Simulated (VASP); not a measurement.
# CsH (Fm-3m) in VASP: single point with LDA

Aim: the single point of CsH with LDA.

All numbers are computed with VASP 6.6.1; they aren't measurements. Logs are shortened: lines on timing, memory, paths and dates and some standing lists are left out, and cuts for length are marked.

**1. The cell of the first run**

It takes space group Fm-3m (No. 225, cubic). Conventional cell: a = 6.376 Å, b = 6.376 Å, c = 6.376 Å, α = 90.00°, β = 90.00°, γ = 90.00°. Cs (site symmetry m-3m) has 6 H at 3.19 Å within 4.2 Å. H (site symmetry m-3m) has 6 Cs at 3.19 Å within 4.2 Å.

**2. Single point, LDA**

File INCAR:

```
SYSTEM = CsH
PREC     = Accurate       ! precision mode
ENCUT    = 500            ! plane-wave cutoff, eV
EDIFF    = 1E-6           ! SCF threshold, eV
ISMEAR   = 0              ! smearing method
SIGMA    = 0.01           ! smearing width, eV
LREAL    = .FALSE.        ! projectors in reciprocal space
LASPH    = .TRUE.         ! aspherical terms in the spheres
NELM     = 120            ! most SCF steps
ALGO     = Normal         ! electronic algorithm
ISIF     = 2              ! what is computed and relaxed
LWAVE    = .FALSE.        ! write WAVECAR
LCHARG   = .FALSE.        ! write CHGCAR
NBANDS   = 12             ! bands
GGA_COMPAT= .FALSE.
```

File KPOINTS:

```
Automatic mesh
0
G
  6 6 6
  0 0 0
```

File POSCAR:

```
CsH
1.0
    0.0000000000      3.1880000000      3.1880000000
    3.1880000000      0.0000000000      3.1880000000
    3.1880000000      3.1880000000      0.0000000000
Cs H
1 1
Direct
    0.0000000000      0.0000000000      0.0000000000
    0.5000000000      0.5000000000      0.5000000000
```

Potentials or basis: VASP PAW LDA potentials, release 64 (Cs_sv, H).

On the command line:

```
$ cat potpaw_LDA.64/Cs_sv/POTCAR potpaw_LDA.64/H/POTCAR > POTCAR
$ mpirun -np 1 vasp_std > vasp.out
```

OUTCAR:

```text
SYSTEM = CsH
   PREC = Accurate
   ENCUT = 500
   EDIFF = 1E-6
   ISMEAR = 0
   LREAL = .FALSE.
   LASPH = .TRUE.
   NELM = 120
   ISIF = 2

 ion  position               nearest neighbor table
   1  0.000  0.000  0.000-
   2  0.500  0.500  0.500-

  LATTYP: Found a face centered cubic cell.
 ALAT       =     6.3760000000

  Lattice vectors:

 A1 = (   0.0000000000,   3.1880000000,   3.1880000000)
 A2 = (   3.1880000000,   0.0000000000,   3.1880000000)
 A3 = (   3.1880000000,   3.1880000000,   0.0000000000)

Analysis of symmetry for initial positions (statically):
=====================================================================
 Subroutine PRICEL returns:
 Original cell was already a primitive cell.

 Routine SETGRP: Setting up the symmetry group for a
 face centered cubic supercell.

 Subroutine GETGRP returns: Found 48 space group operations
 (whereof 48 operations were pure point group operations)
 out of a pool of 48 trial point group operations.

The static configuration has the point symmetry O_h .

Analysis of symmetry for dynamics (positions and initial velocities):
=====================================================================
 Subroutine PRICEL returns:
 Original cell was already a primitive cell.

 Routine SETGRP: Setting up the symmetry group for a
 face centered cubic supercell.

 Subroutine GETGRP returns: Found 48 space group operations
 (whereof 48 operations were pure point group operations)
 out of a pool of 48 trial point group operations.

The dynamic configuration has the point symmetry O_h .

 Subroutine INISYM returns: Found 48 space group operations
 (whereof 48 operations are pure point group operations),
 and found     1 'primitive' translations

----------------------------------------------------------------------------------------

                                     Primitive cell

  volume of cell :      64.8015

  direct lattice vectors                    reciprocal lattice vectors
     0.000000000  3.188000000  3.188000000    -0.156838143  0.156838143  0.156838143
     3.188000000  0.000000000  3.188000000     0.156838143 -0.156838143  0.156838143
     3.188000000  3.188000000  0.000000000     0.156838143  0.156838143 -0.156838143

  length of vectors
     4.508512837  4.508512837  4.508512837     0.271651632  0.271651632  0.271651632

  position of ions in fractional coordinates (direct lattice)
     0.000000000  0.000000000  0.000000000
     0.500000000  0.500000000  0.500000000

  ion indices of the primitive-cell ions
   primitive index   ion index
                 1           1
                 2           2

----------------------------------------------------------------------------------------

 KPOINTS: Automatic mesh

Automatic generation of k-mesh.
 Grid dimensions read from file:
 generate k-points for:    6    6    6

 Generating k-lattice:

  Cartesian coordinates                     Fractional coordinates (reciprocal lattice)
    -0.026139691  0.026139691  0.026139691     0.166666667  0.000000000  0.000000000
     0.026139691 -0.026139691  0.026139691     0.000000000  0.166666667  0.000000000
     0.026139691  0.026139691 -0.026139691     0.000000000  0.000000000  0.166666667

  Length of vectors
     0.045275272  0.045275272  0.045275272

  Shift w.r.t. Gamma in fractional coordinates (k-lattice)
     0.000000000  0.000000000  0.000000000

 Subroutine IBZKPT returns following result:
 ===========================================

 Found     16 irreducible k-points:

 Following reciprocal coordinates:
            Coordinates               Weight
  0.000000  0.000000  0.000000      1.000000
  0.166667  0.000000  0.000000      8.000000
  0.333333  0.000000  0.000000      8.000000
  0.500000  0.000000  0.000000      4.000000
  0.166667  0.166667  0.000000      6.000000
  0.333333  0.166667  0.000000     24.000000
[... 8 lines left out ...]
 -0.333333  0.333333  0.166667     24.000000
 -0.333333  0.500000  0.166667     12.000000
   k-points           NKPTS =     16   k-points in BZ     NKDIM =     16   number of bands    NBANDS=     12
   number of dos      NEDOS =    301   number of ions     NIONS =      2
   total plane-waves  NPLWV =  46656
   dimension x,y,z NGX =    36 NGY =   36 NGZ =   36
   dimension x,y,z NGXF=    72 NGYF=   72 NGZF=   72
   ions per type =               1   1
   NGX,Y,Z   is equivalent  to a cutoff of  13.27, 13.27, 13.27 a.u.
   NGXF,Y,Z  is equivalent  to a cutoff of  26.55, 26.55, 26.55 a.u.
 SYSTEM =  CsH
   PREC   = accura    normal or accurate (medium, high low for compatibility)
   ISTART =      0    job   : 0-new  1-cont  2-samecut
   ICHARG =      2    charge: 1-file 2-atom 10-const
   ISPIN  =      1    spin polarized calculation?
   LNONCOLLINEAR =      F non collinear calculations
   LSORBIT =      F    spin-orbit coupling
   LASPH  =      T    aspherical Exc in radial PAW
   ENCUT  =  500.0 eV  36.75 Ry    6.06 a.u.   8.22  8.22  8.22*2*pi/ulx,y,z
   NELM   =    120;   NELMIN=  2; NELMDL= -5     # of ELM steps
   EDIFF  = 0.1E-05   stopping-criterion for ELM
   LREAL  =      F    real-space projection
   EDIFFG = 0.1E-04   stopping-criterion for IOM
   NSW    =      0    number of steps for IOM
   IBRION =     -1    ionic relax: 0-MD 1-quasi-New 2-CG
   NFREE  =      0    steps in history (QN), initial steepest desc. (CG)
   ISIF   =      2    stress and relaxation
   ISYM   =      2    0-nonsym 1-usesym 2-fastsym
   POTIM  = 0.5000    time-step for ionic-motion
   TEBEG  =    0.0;   TEEND  =   0.0 temperature during run
   PSTRESS=    0.0 pullay stress
   NELECT =      10.0000    total number of electrons
   NUPDOWN=      -1.0000    fix difference up-down
   EMIN   =  10.00;   EMAX   =-10.00  energy-range for DOS
   EFERMI =   0.00;   METHOD = LEGACY
   ISMEAR =     0;   SIGMA  =   0.01  broadening in eV -4-tet -1-fermi 0-gaus
   EFERMI_NEDOS =   21; number of points for ismear=-14 and -15
   IALGO  =     38    algorithm
   IMIX   =      4    mixing-type and parameters
     AMIX     =   0.40;   BMIX     =  1.00
     AMIX_MAG =   1.60;   BMIX_MAG =  1.00
  volume/ion in A,a.u.               =      32.40       218.65
  Fermi-wavevector in a.u.,A,eV,Ry     =   0.878105  1.659378 10.491026  0.771069
  Thomas-Fermi vector in A             =   1.998146
   LORBIT       =      0    0 simple, 1 ext, 2 COOP (PROOUT), +10 PAW based schemes
   GGA     = CA    functional components
   LHFCALC =     F    Hartree Fock is set to
   AEXX    =    0.0000 exact exchange contribution
   IVDW    =     0    specifies the selected vdW correction
   LEPSILON=     F    determine dielectric tensor
   LRPA    =     F    only Hartree local field effects (RPA)
 non-spin polarized calculation
 Gauss-broadening in eV      SIGMA  =   0.01
  energy-cutoff  :      500.00
  volume of cell :       64.80
 maximum number of plane-waves:      1676
 NGX is ok and might be reduce to    36
   NGX = 17   NGY = 17   NGZ = 17

 number of electron      10.0000000 magnetization

 number of electron       9.9999999 magnetization

 Free energy of the ion-electron system (eV)
  ---------------------------------------------------
  ext. energy  EPLUGINS =         0.00000000
  ---------------------------------------------------
  free energy    TOTEN  =        -4.89151846 eV

  energy without entropy =       -4.89151846  energy(sigma->0) =       -4.89151846

 E-fermi :   0.1453     XC(G=0):  -7.5299

 val. band max:        0.0330195558   @ k =   0.5000   0.0000   0.0000
 cond. band min:       1.9687795374   @ k =   0.5000   0.0000   0.0000
 fundamental gap:      1.9357599816
 Fermi energy:         0.1453228575

 k-point     1 :       0.0000    0.0000    0.0000
  band No.  band energies     occupation
      1     -21.4161      2.00000
      2      -7.8635      2.00000
      3      -7.8635      2.00000
      4      -7.8635      2.00000
      5      -1.8381      2.00000
      6       5.0140      0.00000
      7       5.0140      0.00000
      8       5.0140      0.00000
      9       5.6944      0.00000
     10       6.8260      0.00000
     11       6.8260      0.00000
     12       8.5444      0.00000

 k-point     2 :       0.1667    0.0000    0.0000
  band No.  band energies     occupation
      1     -21.3963      2.00000
      2      -8.1107      2.00000
      3      -7.8883      2.00000
      4      -7.8883      2.00000
      5      -1.4090      2.00000
      6       4.1420      0.00000
      7       5.1656      0.00000
      8       5.1656      0.00000
      9       5.5161      0.00000
     10       6.4129      0.00000
     11       6.4129      0.00000
     12       9.6665      0.00000

 k-point     3 :       0.3333    0.0000    0.0000
  band No.  band energies     occupation
      1     -21.3563      2.00000
      2      -8.5429      2.00000
      3      -7.9369      2.00000
      4      -7.9369      2.00000
      5      -0.5220      2.00000
      6       2.7031      0.00000
      7       4.8273      0.00000
      8       4.8273      0.00000
      9       6.0906      0.00000
     10       7.1459      0.00000
     11       7.1459      0.00000
     12      11.3230      0.00000

 k-point     4 :       0.5000    0.0000    0.0000
  band No.  band energies     occupation
      1     -21.3360      2.00000
      2      -8.7365      2.00000
      3      -7.9607      2.00000
      4      -7.9607      2.00000
      5       0.0330      2.00000
      6       1.9688      0.00000
      7       4.5796      0.00000
      8       4.5796      0.00000
      9       7.0218      0.00000
     10       8.2278      0.00000
     11       8.2278      0.00000
     12       9.5215      0.00000

 k-point     5 :       0.1667    0.1667    0.0000
  band No.  band energies     occupation
      1     -21.3898      2.00000
      2      -8.1033      2.00000
      3      -7.9368      2.00000
      4      -7.9368      2.00000
      5      -1.3363      2.00000
      6       4.1968      0.00000
      7       4.5497      0.00000
      8       5.3974      0.00000
      9       5.3974      0.00000
     10       6.5678      0.00000
     11       7.1081      0.00000
     12      10.1118      0.00000
[... 108 lines left out ...]
      1     -21.3106      2.00000
      2      -8.6100      2.00000
      3      -8.1466      2.00000
      4      -8.1466      2.00000
      5      -1.1896      2.00000
      6       2.8870      0.00000
      7       5.3422      0.00000
      8       7.8881      0.00000
      9       8.1111      0.00000
     10       8.1111      0.00000
     11       8.3018      0.00000
     12       8.7780      0.00000

 k-point    14 :       0.5000    0.3333    0.1667
  band No.  band energies     occupation
      1     -21.3301      2.00000
      2      -8.5053      2.00000
      3      -8.1904      2.00000
      4      -8.0394      2.00000
      5      -0.6353      2.00000
      6       3.5138      0.00000
      7       3.5938      0.00000
      8       5.5832      0.00000
      9       6.7642      0.00000
     10       7.6781      0.00000
     11       8.7141      0.00000
     12       9.7256      0.00000

 k-point    15 :      -0.3333    0.3333    0.1667
  band No.  band energies     occupation
      1     -21.3167      2.00000
      2      -8.5202      2.00000
      3      -8.2876      2.00000
      4      -8.0900      2.00000
      5      -0.5618      2.00000
      6       3.2390      0.00000
      7       4.0994      0.00000
      8       5.3830      0.00000
      9       7.3611      0.00000
     10       7.6270      0.00000
     11       8.9621      0.00000
     12       9.1922      0.00000

 k-point    16 :      -0.3333    0.5000    0.1667
  band No.  band energies     occupation
      1     -21.3103      2.00000
      2      -8.5015      2.00000
      3      -8.2704      2.00000
      4      -8.1812      2.00000
      5      -0.8575      2.00000
      6       3.3845      0.00000
      7       4.5559      0.00000
      8       5.4442      0.00000
      9       8.2002      0.00000
     10       8.4606      0.00000
     11       8.7887      0.00000
     12       8.9407      0.00000

------------------------ aborting loop because EDIFF is reached ----------------------------------------

  FORCE on cell =-STRESS in cart. coord.  units (eV):
  Direction    XX          YY          ZZ          XY          YZ          ZX
  --------------------------------------------------------------------------------------
  -------------------------------------------------------------------------------------
  Total       -0.5034496     -0.5034496     -0.5034496      0.0000000      0.0000000      0.0000000
  in kB      -12.4474861    -12.4474861    -12.4474861      0.0000000      0.0000000      0.0000000
  external PRESSURE =     -12.4474861 kB  Pullay stress =       0.0000000 kB

 VOLUME and BASIS-vectors are now :
 -----------------------------------------------------------------------------
  energy-cutoff  :      500.00
  volume of cell :       64.80
      direct lattice vectors                 reciprocal lattice vectors
     0.000000000  3.188000000  3.188000000    -0.156838143  0.156838143  0.156838143
     3.188000000  0.000000000  3.188000000     0.156838143 -0.156838143  0.156838143
     3.188000000  3.188000000  0.000000000     0.156838143  0.156838143 -0.156838143

 POSITION                                       TOTAL-FORCE (eV/Angst)
 -----------------------------------------------------------------------------------
      0.00000      0.00000      0.00000        -0.000000      0.000000      0.000000
      3.18800      3.18800      3.18800         0.000000      0.000000     -0.000000
 -----------------------------------------------------------------------------------
    total drift:                               -0.000000      0.000000      0.000000

  FREE ENERGIE OF THE ION-ELECTRON SYSTEM (eV)
  ---------------------------------------------------
  free  energy   TOTEN  =        -4.8915184554 eV

  energy  without entropy=       -4.8915184554  energy(sigma->0) =       -4.89151846
```

Wall time 15 s (1 thread of Intel Xeon 8259CL, shared host); peak memory 0.17 GiB.

Results:

```
Free energy            : -4.8915 eV
Pressure               : -1.2 GPa
Band gap on the k mesh : 1.94 eV
```

Levels at points of the mesh, in eV from the valence-band top:
```csv
k point,band 1,band 2,band 3,band 4,band 5,band 6,band 7,band 8,band 9,band 10
"(0.00, 0.00, 0.00)",-21.45,-7.90,-7.90,-7.90,-1.87,4.98,4.98,4.98,5.66,6.79
"(0.50, 0.00, 0.00)",-21.37,-8.77,-7.99,-7.99,0.00,1.94,4.55,4.55,6.99,8.19
"(0.50, 0.50, 0.00)",-21.34,-8.64,-8.18,-8.18,-1.22,2.85,5.31,7.86,8.08,8.08
```

Caveat: spin-orbit coupling is left out, which moves the levels of the heavy elements. As with any semilocal functional, this LDA gap is likely too small.
